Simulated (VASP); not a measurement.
# Ti2C (R-3m) in VASP: further runs, part 2 of 2

VASP 6.6.1. The steps go on from the part before.

**4. Single point, PBEsol**

This run uses another cell than the first one, of 11.06 Å³/atom.

Input file INCAR:

```
ALGO = Normal
EDIFF = 1E-6
ENCUT = 520
GGA = PS
ISIF = 2
ISMEAR = 0
LASPH = True
LCHARG = False
LREAL = False
LWAVE = False
NBANDS = 21
NELM = 80
PREC = Accurate
SIGMA = 0.1
```

Input file KPOINTS:

```
k-points
0
Gamma
  18 18 18
```

Input file POSCAR:

```
Ti2C
1.0
    1.4635155656      0.8449611058      4.4701370105
   -1.4635155656      0.8449611058      4.4701370105
    0.0000000000     -1.6899222116      4.4701370105
Ti C
2 1
Direct
    0.2509333425      0.2509333425      0.2509333425
    0.7490666575      0.7490666575      0.7490666575
    0.5000000000      0.5000000000      0.5000000000
```

Started as:

```
$ cat potpaw_PBE.64/Ti_sv/POTCAR potpaw_PBE.64/C/POTCAR > POTCAR
$ mpirun -np 1 vasp_std > vasp.out
```

Wall time 17 min (1 thread of Intel Xeon 8259CL, shared host); peak memory 0.49 GiB.

It converged, with:

- Free energy: -27.9917 eV
- Pressure: 30.0 GPa
- Largest force: 0.033 eV/Å
- Band gap on the k mesh: zero (bands 14 and 15 overlap by 1.11 eV)

Forces on the atoms (eV/Å):
```
Ti   0.000  0.000  0.033
Ti   0.000  0.000 -0.033
C    0.000  0.000  0.000
```

Levels at points of the mesh, in eV from the Fermi level:
| k point | band 10 | band 11 | band 12 | band 13 | band 14 | band 15 | band 16 | band 17 | band 18 | band 19 |
| --- | --- | --- | --- | --- | --- | --- | --- | --- | --- | --- |
| (0.00, 0.00, 0.00) | -5.34 | -2.64 | -2.64 | -1.57 | 0.50 | 0.50 | 1.29 | 2.43 | 2.43 | 3.76 |
| (0.50, 0.00, 0.00) | -4.92 | -3.47 | -2.42 | -1.46 | -1.20 | 0.43 | 1.85 | 2.86 | 3.69 | 3.78 |
| (0.50, 0.50, 0.00) | -5.52 | -3.06 | -2.75 | -2.12 | -1.02 | 1.40 | 3.02 | 3.59 | 3.89 | 4.28 |
| (0.50, 0.50, 0.50) | -6.11 | -2.34 | -2.34 | -0.35 | -0.25 | 0.98 | 0.98 | 2.12 | 2.12 | 2.31 |

Caveat: the cell stands under pressure; the PAW data sets were made with another functional, which shifts forces and pressure a little.

**5. Single point, PBEsol**

This run uses another cell than the first one, of 11.78 Å³/atom.

Input file INCAR:

```
SYSTEM = Ti2C
ALGO = Normal
EDIFF = 1E-6
ENCUT = 520
GGA = PS
ISIF = 2
ISMEAR = 0
LASPH = .True.
LCHARG = .False.
LREAL = .False.
LWAVE = .False.
NBANDS = 21
NELM = 60
PREC = Accurate
SIGMA = 0.1
```

Input file KPOINTS:

```
k-points
0
Gamma
  18 18 18
  0 0 0
```

Input file POSCAR:

```
Ti2C
1.0
    1.4899597550      0.8602286656      4.5956628980
   -1.4899597550      0.8602286656      4.5956628980
    0.0000000000     -1.7204573312      4.5956628980
Ti C
2 1
Direct
    0.2489606677      0.2489606677      0.2489606677
    0.7510393323      0.7510393323      0.7510393323
    0.5000000000      0.5000000000      0.5000000000
```

Started as:

```
$ cat potpaw_PBE.64/Ti_sv/POTCAR potpaw_PBE.64/C/POTCAR > POTCAR
$ mpirun -np 1 vasp_std > vasp.out
```

Wall time 17 min (1 thread of Intel Xeon 8259CL, shared host); peak memory 0.51 GiB.

The run converged. Its results:

- Free energy: -28.2916 eV
- Pressure: 15.1 GPa
- Largest force: 0.030 eV/Å
- Band gap on the k mesh: zero (bands 14 and 15 overlap by 1.06 eV)

Forces in eV/Å, atoms in the order of the input:
```
Ti   0.000  0.000  0.030
Ti   0.000  0.000 -0.030
C    0.000  0.000  0.000
```

Levels at points of the mesh, in eV from the Fermi level:
| k point | band 12 | band 13 | band 14 | band 15 | band 16 | band 17 |
| --- | --- | --- | --- | --- | --- | --- |
| (0.00, 0.00, 0.00) | -2.58 | -1.79 | 0.52 | 0.52 | 1.15 | 2.24 |
| (0.50, 0.00, 0.00) | -2.41 | -1.39 | -1.12 | 0.30 | 1.88 | 2.82 |
| (0.50, 0.50, 0.00) | -2.68 | -1.93 | -0.97 | 1.18 | 2.84 | 3.32 |
| (0.50, 0.50, 0.50) | -2.35 | -0.54 | -0.15 | 0.97 | 0.97 | 2.10 |

Caveat: the cell stands under pressure; the PAW data sets were made with another functional, which shifts forces and pressure a little.

**6. Single point, PBEsol**

This run uses another cell than the first one, of 12.21 Å³/atom.

Input file INCAR:

```
ALGO = Normal ; EDIFF = 1E-7
ENCUT = 520 ; GGA = PS
ISIF = 2 ; ISMEAR = 0
LASPH = T ; LCHARG = F
LREAL = F ; LWAVE = F
NBANDS = 21 ; NELM = 80
PREC = Accurate ; SIGMA = 0.1
```

Input file KPOINTS:

```
k-points
0
Gamma
  18 18 18
```

Input file POSCAR:

```
Ti2C
1.0
    1.5052365268      0.8690487139      4.6681633329
   -1.5052365268      0.8690487139      4.6681633329
    0.0000000000     -1.7380974279      4.6681633329
Ti C
2 1
Direct
    0.2477248437      0.2477248437      0.2477248437
    0.7522751563      0.7522751563      0.7522751563
    0.5000000000      0.5000000000      0.5000000000
```

Potentials or basis: VASP PAW PBE potentials, release 64 (Ti_sv, C).

Started as:

```
$ cat potpaw_PBE.64/Ti_sv/POTCAR potpaw_PBE.64/C/POTCAR > POTCAR
$ mpirun -np 1 vasp_std > vasp.out
```

OUTCAR:

```text
EDIFF = 1E-7
   ENCUT = 520
   GGA = PS
   ISIF = 2
   ISMEAR = 0
   LASPH = T
   LREAL = F
   NELM = 80
   PREC = Accurate

 ion  position               nearest neighbor table
   1  0.248  0.248  0.248-   3 2.08   3 2.08   3 2.08   2 2.86   2 2.86   2 2.86
   2  0.752  0.752  0.752-   3 2.08   3 2.08   3 2.08   1 2.86   1 2.86   1 2.86
   3  0.500  0.500  0.500-   1 2.08   2 2.08   1 2.08   1 2.08   2 2.08   2 2.08

  LATTYP: Found a trigonal (rhomboedric) cell.
 ALAT       =     4.9812379557
 COS(alpha) =     0.8173730292

  Lattice vectors:

 A1 = (   1.5052365268,   0.8690487139,   4.6681633329)
 A2 = (  -1.5052365268,   0.8690487139,   4.6681633329)
 A3 = (   0.0000000000,  -1.7380974279,   4.6681633329)

Analysis of symmetry for initial positions (statically):
=====================================================================
 Subroutine PRICEL returns:
 Original cell was already a primitive cell.

 Routine SETGRP: Setting up the symmetry group for a
 trigonal (rhombohedral) supercell.

 Subroutine GETGRP returns: Found 12 space group operations
[... 160 lines left out ...]
 Free energy of the ion-electron system (eV)
  ---------------------------------------------------
  ext. energy  EPLUGINS =         0.00000000
  ---------------------------------------------------
  free energy    TOTEN  =       -28.38400038 eV

  energy without entropy =      -28.37586538  energy(sigma->0) =      -28.37993288

 E-fermi :   9.0807     XC(G=0): -12.3713

 val. band max:        9.0771838719   @ k =  -0.3889   0.3889   0.3889
 cond. band min:       9.0826378618   @ k =  -0.4444   0.3889   0.3333
 fundamental gap:      0.0054539899
 Fermi energy:         9.0806774921

 k-point     1 :       0.0000    0.0000    0.0000
  band No.  band energies     occupation
      1     -47.2497      2.00000
      2     -47.1135      2.00000
      3     -24.0127      2.00000
      4     -23.3729      2.00000
      5     -23.3729      2.00000
      6     -23.2859      2.00000
[... 565 lines left out ...]
     20      12.7641      0.00000
     21      14.4218      0.00000

 [... further k-points ...]
[... 5 lines left out ...]
  --------------------------------------------------------------------------------------
  -------------------------------------------------------------------------------------
  Total        1.8583858      1.8583858      1.8426463      0.0000000     -0.0000000      0.0000000
  in kB       81.2643915     81.2643914     80.5761269      0.0000000     -0.0000000      0.0000000
  external PRESSURE =      81.0349699 kB  Pullay stress =       0.0000000 kB

 VOLUME and BASIS-vectors are now :
 -----------------------------------------------------------------------------
  energy-cutoff  :      520.00
  volume of cell :       36.64
      direct lattice vectors                 reciprocal lattice vectors
     1.505236527  0.869048714  4.668163333     0.332173709  0.191780580  0.071405671
    -1.505236527  0.869048714  4.668163333    -0.332173709  0.191780580  0.071405671
     0.000000000 -1.738097428  4.668163333     0.000000000 -0.383561161  0.071405671

 POSITION                                       TOTAL-FORCE (eV/Angst)
 -----------------------------------------------------------------------------------
      0.00000     -0.00000      3.46926         0.000000     -0.000000      0.028790
      0.00000     -0.00000     10.53523         0.000000      0.000000     -0.028790
      0.00000     -0.00000      7.00224         0.000000      0.000000      0.000000
 -----------------------------------------------------------------------------------
    total drift:                                0.000000     -0.000000      0.000000

  FREE ENERGIE OF THE ION-ELECTRON SYSTEM (eV)
  ---------------------------------------------------
  free  energy   TOTEN  =       -28.3840003781 eV

  energy  without entropy=      -28.3758653785  energy(sigma->0) =      -28.37993288
```

Run time: 31 min. Hardware: 1 thread of Intel Xeon 8259CL, shared host; peak memory 0.55 GiB.

What came out:

```
Free energy            : -28.3840 eV
Pressure               : 8.1 GPa
Largest force          : 0.029 eV/Å
Band gap on the k mesh : zero (bands 14 and 15 overlap by 1.11 eV)
```

Forces on the atoms (eV/Å):
```
Ti   0.000  0.000  0.029
Ti   0.000  0.000 -0.029
C    0.000  0.000  0.000
```

Caveat: the cell stands under pressure; the PAW data sets were made with another functional, which shifts forces and pressure a little.

**7. The runs side by side**

```tsv
task	cell	cutoff (eV)	gap on the mesh (eV)	pressure (GPa)	largest force (eV/Å)
relaxation of shape and atoms at fixed volume	relaxed from a = 4.970 Å, angles 35.1°, 3 atoms, atomic positions A	600	none	10.1	-
single point	a = 4.571 Å, angles 36.4°, 3 atoms, atomic positions B	520	none	59.7	0.03
single point	a = 4.779 Å, angles 35.7°, 3 atoms, atomic positions C	520	none	30.0	0.03
single point	a = 4.907 Å, angles 35.4°, 3 atoms, atomic positions D	520	none	15.1	0.03
single point	a = 4.981 Å, angles 35.2°, 3 atoms, atomic positions E	520	none	8.1	0.03
```

Alike in all rows: level PBEsol; potentials or basis VASP PAW PBE potentials, release 64 (Ti_sv, C); no spin polarisation; k mesh 18 × 18 × 18; smearing gaussian 0.1 eV.

Caveats: the PAW data sets were made with another functional, which shifts forces and pressure a little; the cell stands under pressure (at least some runs).

Absolute energies hang on the potentials; compare differences alone.
